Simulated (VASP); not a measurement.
# Si3N4 (kk07) (Fd-3m) in VASP: notebook

Runs on Si3N4 (kk07). Level: LDA. Tasks: single point, relaxation of cell and atoms.

Program: VASP 6.6.1. These are calculated values, not measurements. Logs are shortened: lines on timing, memory, paths and dates and some standing lists are left out, and cuts for length are marked.

### Step 1. The cell of the first run

Symmetry: Fd-3m, No. 227, cubic system. The conventional cell has a = 7.689 Å, b = 7.689 Å, c = 7.689 Å, α = 90.00°, β = 90.00°, γ = 90.00°. Within 2.5 Å of Si (site symmetry -3m) lie 6 N at 1.87 Å. Within 2.3 Å of Si (site symmetry -43m) lie 4 N at 1.76 Å. Within 2.3 Å of N (site symmetry 3m) lie 4 Si at 1.76 to 1.87 Å.

### Step 2. Single point, LDA

Input file INCAR:

```
SYSTEM = Si3N4
  PREC = Accurate
  ENCUT = 600
  EDIFF = 1E-6
  ISMEAR = 0
  SIGMA = 0.1
  LREAL = .FALSE.
  LASPH = .TRUE.
  NELM = 120
  ALGO = Normal
  ISIF = 2
  LWAVE = .FALSE.
  LCHARG = .FALSE.
  GGA = CA
  NBANDS = 45
  GGA_COMPAT = .FALSE.
```

Input file KPOINTS:

```
regular mesh
0
G
  4 4 4
  0 0 0
```

Input file POSCAR:

```
Si3N4
1.0
    0.0000000000      3.8447059991      3.8447059991
    3.8447059991      0.0000000000      3.8447059991
    3.8447059991      3.8447059991      0.0000000000
Si N
6 8
Direct
    0.6250000000      0.6250000000      0.1250000000
    0.6250000000      0.1250000000      0.6250000000
    0.1250000000      0.6250000000      0.6250000000
    0.6250000000      0.6250000000      0.6250000000
    0.2500000000      0.2500000000      0.2500000000
    0.0000000000      0.0000000000      0.0000000000
    0.8675701074      0.8675701074      0.8675701074
    0.8527103222      0.3824298926      0.3824298926
    0.3824298926      0.3824298926      0.8527103222
    0.3824298926      0.8527103222      0.3824298926
    0.8675701074      0.8675701074      0.3972896778
    0.8675701074      0.3972896778      0.8675701074
    0.3824298926      0.3824298926      0.3824298926
    0.3972896778      0.8675701074      0.8675701074
```

Potentials or basis: VASP PAW LDA potentials, release 64 (Si, N).

The run is started by

```bash
cat potpaw_LDA.64/Si/POTCAR potpaw_LDA.64/N/POTCAR > POTCAR
mpirun -np 1 vasp_std > vasp.out
```

OUTCAR:

```text
SYSTEM = Si3N4
   PREC = Accurate
   ENCUT = 600
   EDIFF = 1E-6
   ISMEAR = 0
   LREAL = .FALSE.
   LASPH = .TRUE.
   NELM = 120
   ISIF = 2
   GGA = CA

 ion  position               nearest neighbor table
   1  0.625  0.625  0.125-   7 1.87   8 1.87  10 1.87  12 1.87  13 1.87  14 1.87   4 2.72   2 2.72
                             3 2.72   4 2.72   2 2.72   3 2.72
   2  0.625  0.125  0.625-   7 1.87   8 1.87   9 1.87  11 1.87  13 1.87  14 1.87   4 2.72   1 2.72
                             1 2.72   3 2.72   4 2.72   3 2.72
   3  0.125  0.625  0.625-   7 1.87   9 1.87  10 1.87  11 1.87  12 1.87  13 1.87   4 2.72   1 2.72
                             2 2.72   1 2.72   2 2.72   4 2.72
   4  0.625  0.625  0.625-   8 1.87   9 1.87  10 1.87  11 1.87  12 1.87  14 1.87   1 2.72   2 2.72
                             3 2.72   1 2.72   2 2.72   3 2.72
   5  0.250  0.250  0.250-   8 1.76   9 1.76  10 1.76  13 1.76
   6  0.000  0.000  0.000-  11 1.76  12 1.76  14 1.76   7 1.76
   7  0.868  0.868  0.868-   6 1.76   2 1.87   3 1.87   1 1.87
   8  0.853  0.382  0.382-   5 1.76   2 1.87   4 1.87   1 1.87
   9  0.382  0.382  0.853-   5 1.76   3 1.87   4 1.87   2 1.87
  10  0.382  0.853  0.382-   5 1.76   3 1.87   4 1.87   1 1.87
  11  0.868  0.868  0.397-   6 1.76   3 1.87   4 1.87   2 1.87
  12  0.868  0.397  0.868-   6 1.76   3 1.87   4 1.87   1 1.87
  13  0.382  0.382  0.382-   5 1.76   2 1.87   3 1.87   1 1.87
  14  0.397  0.868  0.868-   6 1.76   2 1.87   4 1.87   1 1.87

  LATTYP: Found a face centered cubic cell.
 ALAT       =     7.6894119982

  Lattice vectors:

 A1 = (   0.0000000000,   3.8447059991,   3.8447059991)
 A2 = (   3.8447059991,   0.0000000000,   3.8447059991)
 A3 = (   3.8447059991,   3.8447059991,   0.0000000000)

Analysis of symmetry for initial positions (statically):
=====================================================================
 Subroutine PRICEL returns:
 Original cell was already a primitive cell.

 Routine SETGRP: Setting up the symmetry group for a
 face centered cubic supercell.

 Subroutine GETGRP returns: Found 48 space group operations
 (whereof 24 operations were pure point group operations)
 out of a pool of 48 trial point group operations.

The static configuration has the point symmetry T_d .
 The point group associated with its full space group is O_h .

Analysis of symmetry for dynamics (positions and initial velocities):
=====================================================================
 Subroutine PRICEL returns:
 Original cell was already a primitive cell.

 Routine SETGRP: Setting up the symmetry group for a
 face centered cubic supercell.

 Subroutine GETGRP returns: Found 48 space group operations
 (whereof 24 operations were pure point group operations)
 out of a pool of 48 trial point group operations.

The dynamic configuration has the point symmetry T_d .
 The point group associated with its full space group is O_h .

 Subroutine INISYM returns: Found 48 space group operations
 (whereof 24 operations are pure point group operations),
 and found     1 'primitive' translations

----------------------------------------------------------------------------------------

                                     Primitive cell

  volume of cell :     113.6631

  direct lattice vectors                    reciprocal lattice vectors
     0.000000000  3.844705999  3.844705999    -0.130048956  0.130048956  0.130048956
     3.844705999  0.000000000  3.844705999     0.130048956 -0.130048956  0.130048956
     3.844705999  3.844705999  0.000000000     0.130048956  0.130048956 -0.130048956

  length of vectors
     5.437235367  5.437235367  5.437235367     0.225251399  0.225251399  0.225251399

  position of ions in fractional coordinates (direct lattice)
     0.625000000  0.625000000  0.125000000
     0.625000000  0.125000000  0.625000000
     0.125000000  0.625000000  0.625000000
     0.625000000  0.625000000  0.625000000
     0.250000000  0.250000000  0.250000000
     0.000000000  0.000000000  0.000000000
     0.867570107  0.867570107  0.867570107
     0.852710322  0.382429893  0.382429893
     0.382429893  0.382429893  0.852710322
     0.382429893  0.852710322  0.382429893
     0.867570107  0.867570107  0.397289678
     0.867570107  0.397289678  0.867570107
[... 32 lines left out ...]
     0.032512239 -0.032512239  0.032512239     0.000000000  0.250000000  0.000000000
     0.032512239  0.032512239 -0.032512239     0.000000000  0.000000000  0.250000000

  Length of vectors
     0.056312850  0.056312850  0.056312850

  Shift w.r.t. Gamma in fractional coordinates (k-lattice)
     0.000000000  0.000000000  0.000000000

 Subroutine IBZKPT returns following result:
 ===========================================

 Found      8 irreducible k-points:

 Following reciprocal coordinates:
            Coordinates               Weight
  0.000000  0.000000  0.000000      1.000000
  0.250000  0.000000  0.000000      8.000000
  0.500000  0.000000  0.000000      4.000000
  0.250000  0.250000  0.000000      6.000000
  0.500000  0.250000  0.000000     24.000000
 -0.250000  0.250000  0.000000     12.000000
  0.500000  0.500000  0.000000      3.000000
 -0.250000  0.500000  0.250000      6.000000
   k-points           NKPTS =      8   k-points in BZ     NKDIM =      8   number of bands    NBANDS=     45
   number of dos      NEDOS =    301   number of ions     NIONS =     14
   total plane-waves  NPLWV = 110592
   dimension x,y,z NGX =    48 NGY =   48 NGZ =   48
   dimension x,y,z NGXF=    96 NGYF=   96 NGZF=   96
   ions per type =               6   8
   NGX,Y,Z   is equivalent  to a cutoff of  14.68, 14.68, 14.68 a.u.
   NGXF,Y,Z  is equivalent  to a cutoff of  29.35, 29.35, 29.35 a.u.
 SYSTEM =  Si3N4
   PREC   = accura    normal or accurate (medium, high low for compatibility)
   ISTART =      0    job   : 0-new  1-cont  2-samecut
   ICHARG =      2    charge: 1-file 2-atom 10-const
   ISPIN  =      1    spin polarized calculation?
   LNONCOLLINEAR =      F non collinear calculations
   LSORBIT =      F    spin-orbit coupling
   LASPH  =      T    aspherical Exc in radial PAW
   ENCUT  =  600.0 eV  44.10 Ry    6.64 a.u.  10.86 10.86 10.86*2*pi/ulx,y,z
   NELM   =    120;   NELMIN=  2; NELMDL= -5     # of ELM steps
   EDIFF  = 0.1E-05   stopping-criterion for ELM
   LREAL  =      F    real-space projection
   EDIFFG = 0.1E-04   stopping-criterion for IOM
   NSW    =      0    number of steps for IOM
   IBRION =     -1    ionic relax: 0-MD 1-quasi-New 2-CG
   NFREE  =      0    steps in history (QN), initial steepest desc. (CG)
   ISIF   =      2    stress and relaxation
   ISYM   =      2    0-nonsym 1-usesym 2-fastsym
   POTIM  = 0.5000    time-step for ionic-motion
   TEBEG  =    0.0;   TEEND  =   0.0 temperature during run
   PSTRESS=    0.0 pullay stress
   NELECT =      64.0000    total number of electrons
   NUPDOWN=      -1.0000    fix difference up-down
   EMIN   =  10.00;   EMAX   =-10.00  energy-range for DOS
   EFERMI =   0.00;   METHOD = LEGACY
   ISMEAR =     0;   SIGMA  =   0.10  broadening in eV -4-tet -1-fermi 0-gaus
   EFERMI_NEDOS =   21; number of points for ismear=-14 and -15
   IALGO  =     38    algorithm
   IMIX   =      4    mixing-type and parameters
     AMIX     =   0.40;   BMIX     =  1.00
     AMIX_MAG =   1.60;   BMIX_MAG =  1.00
  volume/ion in A,a.u.               =       8.12        54.79
  Fermi-wavevector in a.u.,A,eV,Ry     =   1.351850  2.554625 24.864608  1.827497
  Thomas-Fermi vector in A             =   2.479237
   LORBIT       =      0    0 simple, 1 ext, 2 COOP (PROOUT), +10 PAW based schemes
   GGA     = CA    functional components
   LHFCALC =     F    Hartree Fock is set to
   AEXX    =    0.0000 exact exchange contribution
   IVDW    =     0    specifies the selected vdW correction
   LEPSILON=     F    determine dielectric tensor
   LRPA    =     F    only Hartree local field effects (RPA)
 non-spin polarized calculation
 Gauss-broadening in eV      SIGMA  =   0.10
  energy-cutoff  :      600.00
  volume of cell :      113.66
 maximum number of plane-waves:      3828
 NGX is ok and might be reduce to    48
   NGX = 21   NGY = 21   NGZ = 21

 number of electron      64.0000001 magnetization

 Free energy of the ion-electron system (eV)
  ---------------------------------------------------
  ext. energy  EPLUGINS =         0.00000000
  ---------------------------------------------------
  free energy    TOTEN  =      -125.55962032 eV

  energy without entropy =     -125.55962032  energy(sigma->0) =     -125.55962032

 E-fermi :  10.0010     XC(G=0): -12.6759

 val. band max:        9.4723503856   @ k =   0.0000   0.0000   0.0000
 cond. band min:      12.8546678962   @ k =   0.0000   0.0000   0.0000
 fundamental gap:      3.3823175106
 Fermi energy:        10.0010292134

 k-point     1 :       0.0000    0.0000    0.0000
  band No.  band energies     occupation
      1      -9.5185      2.00000
      2      -6.0312      2.00000
      3      -5.0556      2.00000
      4      -5.0556      2.00000
      5      -5.0556      2.00000
      6      -4.0077      2.00000
[... 365 lines left out ...]
     43      19.6854      0.00000
     44      19.6855      0.00000
 [bands above 44 left out]

------------------------ aborting loop because EDIFF is reached ----------------------------------------

  FORCE on cell =-STRESS in cart. coord.  units (eV):
  Direction    XX          YY          ZZ          XY          YZ          ZX
  --------------------------------------------------------------------------------------
  -------------------------------------------------------------------------------------
  Total        0.5764559      0.5764559      0.5764559      0.0000000      0.0000000      0.0000000
  in kB        8.1256341      8.1256341      8.1256341      0.0000000      0.0000000      0.0000000
  external PRESSURE =       8.1256341 kB  Pullay stress =       0.0000000 kB

 VOLUME and BASIS-vectors are now :
 -----------------------------------------------------------------------------
  energy-cutoff  :      600.00
  volume of cell :      113.66
      direct lattice vectors                 reciprocal lattice vectors
     0.000000000  3.844705999  3.844705999    -0.130048956  0.130048956  0.130048956
     3.844705999  0.000000000  3.844705999     0.130048956 -0.130048956  0.130048956
     3.844705999  3.844705999  0.000000000     0.130048956  0.130048956 -0.130048956

 POSITION                                       TOTAL-FORCE (eV/Angst)
 -----------------------------------------------------------------------------------
      2.88353      2.88353      4.80588        -0.000000     -0.000000     -0.000000
      2.88353      4.80588      2.88353        -0.000000     -0.000000     -0.000000
      4.80588      2.88353      2.88353        -0.000000     -0.000000     -0.000000
      4.80588      4.80588      4.80588        -0.000000     -0.000000     -0.000000
      1.92235      1.92235      1.92235        -0.000000     -0.000000     -0.000000
      0.00000      0.00000      0.00000        -0.000000     -0.000000     -0.000000
      6.67110      6.67110      6.67110         0.009190      0.009190      0.009190
      2.94066      4.74875      4.74875        -0.009190      0.009190      0.009190
      4.74875      4.74875      2.94066         0.009190      0.009190     -0.009190
      4.74875      2.94066      4.74875         0.009190     -0.009190      0.009190
      4.86301      4.86301      6.67110        -0.009190     -0.009190      0.009190
      4.86301      6.67110      4.86301        -0.009190      0.009190     -0.009190
      2.94066      2.94066      2.94066        -0.009190     -0.009190     -0.009190
      6.67110      4.86301      4.86301         0.009190     -0.009190     -0.009190
 -----------------------------------------------------------------------------------
    total drift:                                0.000000      0.000000      0.000000

  FREE ENERGIE OF THE ION-ELECTRON SYSTEM (eV)
  ---------------------------------------------------
  free  energy   TOTEN  =      -125.5596203178 eV

  energy  without entropy=     -125.5596203178  energy(sigma->0) =     -125.55962032
```

It took 71 s on 1 thread of AMD EPYC 9R45 (Zen 5), shared host; peak memory 0.21 GiB.

Results:

| Item | Value |
| --- | --- |
| Free energy | -125.5596 eV |
| Pressure | 0.8 GPa |
| Largest force | 0.016 eV/Å |
| Band gap on the k mesh | 3.38 eV, direct |

Forces on the atoms (eV/Å):
```
Si   0.000  0.000  0.000
Si   0.000  0.000  0.000
Si   0.000  0.000  0.000
Si   0.000  0.000  0.000
Si   0.000  0.000  0.000
Si   0.000  0.000  0.000
N    0.009  0.009  0.009
N   -0.009  0.009  0.009
N    0.009  0.009 -0.009
N    0.009 -0.009  0.009
N   -0.009 -0.009  0.009
N   -0.009  0.009 -0.009
N   -0.009 -0.009 -0.009
N    0.009 -0.009 -0.009
```

### Step 3. Single point, LDA

Input file INCAR:

```
  ALGO = Normal
  EDIFF = 1E-6
  ENCUT = 600
  GGA_COMPAT = F
  ISIF = 2
  ISMEAR = 0
  LASPH = T
  LCHARG = T
  LELF = T
  LREAL = F
  LVHAR = T
  LWAVE = F
  NBANDS = 45
  NELM = 120
  PREC = Accurate
  SIGMA = 0.02
```

Input file KPOINTS:

```
k-points
0
Gamma
  8 8 8
```

Input file POSCAR:

```
Si3N4
1.0
    0.0000000000      3.8454281588      3.8454281588
    3.8454281588      0.0000000000      3.8454281588
    3.8454281588      3.8454281588      0.0000000000
Si N
6 8
Direct
    0.6250000000      0.6250000000      0.1250000000
    0.6250000000      0.1250000000      0.6250000000
    0.1250000000      0.6250000000      0.6250000000
    0.6250000000      0.6250000000      0.6250000000
    0.2500000000      0.2500000000      0.2500000000
    0.0000000000      0.0000000000      0.0000000000
    0.8675695348      0.8675695348      0.8675695348
    0.8527086044      0.3824304652      0.3824304652
    0.3824304652      0.3824304652      0.8527086044
    0.3824304652      0.8527086044      0.3824304652
    0.8675695348      0.8675695348      0.3972913956
    0.8675695348      0.3972913956      0.8675695348
    0.3824304652      0.3824304652      0.3824304652
    0.3972913956      0.8675695348      0.8675695348
```

Potentials or basis: VASP PAW LDA potentials, release 64 (Si, N).

The run is started by

```bash
cat potpaw_LDA.64/Si/POTCAR potpaw_LDA.64/N/POTCAR > POTCAR
mpirun -np 1 vasp_std > vasp.out
```

OUTCAR:

```text
EDIFF = 1E-6
   ENCUT = 600
   ISIF = 2
   ISMEAR = 0
   LASPH = T
   LREAL = F
   NELM = 120
   PREC = Accurate

 ion  position               nearest neighbor table
   1  0.625  0.625  0.125-   7 1.87  13 1.87  10 1.87  12 1.87   8 1.87  14 1.87   4 2.72   2 2.72
                             3 2.72   4 2.72   2 2.72   3 2.72
   2  0.625  0.125  0.625-   7 1.87  13 1.87   9 1.87  11 1.87   8 1.87  14 1.87   4 2.72   1 2.72
                             1 2.72   3 2.72   4 2.72   3 2.72
   3  0.125  0.625  0.625-   7 1.87  13 1.87  10 1.87  11 1.87  12 1.87   9 1.87   4 2.72   1 2.72
                             2 2.72   1 2.72   2 2.72   4 2.72
   4  0.625  0.625  0.625-   8 1.87   9 1.87  10 1.87  11 1.87  12 1.87  14 1.87   1 2.72   2 2.72
                             3 2.72   1 2.72   2 2.72   3 2.72
   5  0.250  0.250  0.250-   8 1.76   9 1.76  10 1.76  13 1.76
   6  0.000  0.000  0.000-  11 1.76  12 1.76  14 1.76   7 1.76
   7  0.868  0.868  0.868-   6 1.76   2 1.87   3 1.87   1 1.87
   8  0.853  0.382  0.382-   5 1.76   4 1.87   1 1.87   2 1.87
   9  0.382  0.382  0.853-   5 1.76   4 1.87   2 1.87   3 1.87
  10  0.382  0.853  0.382-   5 1.76   4 1.87   1 1.87   3 1.87
[... 1357 lines left out ...]
  Direction    XX          YY          ZZ          XY          YZ          ZX
  --------------------------------------------------------------------------------------
  -------------------------------------------------------------------------------------
  Total        0.4452465      0.4452465      0.4452465      0.0000000      0.0000000     -0.0000000
  in kB        6.2725910      6.2725910      6.2725910      0.0000000      0.0000000     -0.0000000
  external PRESSURE =       6.2725910 kB  Pullay stress =       0.0000000 kB

 VOLUME and BASIS-vectors are now :
 -----------------------------------------------------------------------------
  energy-cutoff  :      600.00
  volume of cell :      113.73
      direct lattice vectors                 reciprocal lattice vectors
     0.000000000  3.845428159  3.845428159    -0.130024533  0.130024533  0.130024533
     3.845428159  0.000000000  3.845428159     0.130024533 -0.130024533  0.130024533
     3.845428159  3.845428159  0.000000000     0.130024533  0.130024533 -0.130024533

 POSITION                                       TOTAL-FORCE (eV/Angst)
 -----------------------------------------------------------------------------------
      2.88407      2.88407      4.80679        -0.000000     -0.000000     -0.000000
      2.88407      4.80679      2.88407        -0.000000     -0.000000     -0.000000
      4.80679      2.88407      2.88407        -0.000000     -0.000000     -0.000000
      4.80679      4.80679      4.80679        -0.000000     -0.000000     -0.000000
      1.92271      1.92271      1.92271        -0.000000     -0.000000     -0.000000
      0.00000      0.00000      0.00000        -0.000000     -0.000000     -0.000000
      6.67235      6.67235      6.67235         0.008381      0.008381      0.008381
      2.94122      4.74964      4.74964        -0.008381      0.008381      0.008381
      4.74964      4.74964      2.94122         0.008381      0.008381     -0.008381
      4.74964      2.94122      4.74964         0.008381     -0.008381      0.008381
      4.86393      4.86393      6.67235        -0.008381     -0.008381      0.008381
      4.86393      6.67235      4.86393        -0.008381      0.008381     -0.008381
      2.94122      2.94122      2.94122        -0.008381     -0.008381     -0.008381
      6.67235      4.86393      4.86393         0.008381     -0.008381     -0.008381
 -----------------------------------------------------------------------------------
    total drift:                               -0.000000     -0.000000      0.000000

  FREE ENERGIE OF THE ION-ELECTRON SYSTEM (eV)
  ---------------------------------------------------
  free  energy   TOTEN  =      -125.5640873400 eV

  energy  without entropy=     -125.5640873400  energy(sigma->0) =     -125.56408734
```

It took 4.1 min on 1 thread of AMD EPYC 9R45 (Zen 5), shared host; peak memory 0.28 GiB.

What came out:

```
Free energy            : -125.5641 eV
Pressure               : 0.6 GPa
Largest force          : 0.015 eV/Å
Band gap on the k mesh : 3.35 eV, indirect (least direct gap 3.38 eV)
```

Forces in eV/Å, atoms in the order of the input:
```
Si   0.000  0.000  0.000
Si   0.000  0.000  0.000
Si   0.000  0.000  0.000
Si   0.000  0.000  0.000
Si   0.000  0.000  0.000
Si   0.000  0.000  0.000
N    0.008  0.008  0.008
N   -0.008  0.008  0.008
N    0.008  0.008 -0.008
N    0.008 -0.008  0.008
N   -0.008 -0.008  0.008
N   -0.008  0.008 -0.008
N   -0.008 -0.008 -0.008
N    0.008 -0.008 -0.008
```

Levels at points of the mesh, in eV from the valence-band top:
```csv
k point,band 28,band 29,band 30,band 31,band 32,band 33,band 34,band 35,band 36,band 37
"(0.00, 0.00, 0.00)",-0.19,-0.19,-0.03,-0.03,-0.03,3.35,3.35,3.35,5.01,6.45
"(0.50, 0.00, 0.00)",-0.88,-0.48,-0.48,-0.37,-0.37,4.95,5.71,5.71,6.44,6.88
"(0.50, 0.50, 0.00)",-1.73,-1.14,-1.14,-0.47,-0.47,6.67,6.67,6.96,6.96,7.95
```

A k mesh can miss the band edges.

(Continued in part 2 of 2.)
